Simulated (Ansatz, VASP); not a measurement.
**HfN: VASP beside Ansatz**

The input INCAR:

```
SYSTEM = HfN
PREC = Accurate
ENCUT = 600
EDIFF = 1E-6
ISMEAR = 1
SIGMA = 0.3
LREAL = .False.
LASPH = .True.
NELM = 120
ALGO = Normal
ISIF = 2
LWAVE = .False.
LCHARG = .False.
GGA = PE
NBANDS = 14
GGA_COMPAT = .False.
```

KPOINTS

```
regular mesh
0
Gamma
  7 7 7
  0 0 0
```

The input POSCAR:

```
HfN
1.0
    0.0000000000      2.2560000000      2.2560000000
    2.2560000000      0.0000000000      2.2560000000
    2.2560000000      2.2560000000      0.0000000000
Hf N
1 1
Direct
    0.0000000000      0.0000000000      0.0000000000
    0.5000000000      0.5000000000      0.5000000000
```

Input for Ansatz:

```yaml
crystal:
  lattice:
    - [0.0, 2.256, 2.256]
    - [2.256, 0.0, 2.256]
    - [2.256, 2.256, 0.0]
  atoms:
    - { symbol: Hf, position: [0.0, 0.0, 0.0] }
    - { symbol: "N", position: [0.5, 0.5, 0.5] }
kpoints:
  mp_grid:
    grid: [7, 7, 7]
    shift: [0.0, 0.0, 0.0]
hamiltonian:
  xc: pbe
  pseudopotentials:
    kind: paw
scf:
  n_extra_bands: 12
  mixing:
    algorithm: msr1
    beta: 0.3
  occupations:
    method: methfessel_paxton
    width: 0.3
output:
  forces: true
  stress: true
  eigenvalues: true
```

Alike in both runs: task single point; functional PBE; k mesh 7 × 7 × 7; occupations methfessel-paxton of order 1, width 0.3 eV; no spin polarisation.

```csv
,VASP,Ansatz
version,VASP 6.6.1,Ansatz 0.2.0
potentials or method,"VASP PAW PBE potentials, release 64 (Hf_pv, N)","plane waves, PAW"
plane-wave cutoff (eV),600,420
valence electrons in the cell,15,31
```

```tsv
	VASP	Ansatz	Ansatz less VASP
gap on the k mesh at the Fermi level (eV)	none	none	-
pressure (GPa)	4.3	6.8	+2.49
```

A gap of «none» marks a metal or a gap that the smearing closes. With one functional, cell and mesh, what is left measures potentials, basis and numerics. VASP's potentials hold 15 valence electrons a cell and Ansatz's 31, so a difference there can come from the potentials and not from the codes.

Neither program's run includes spin-orbit coupling.
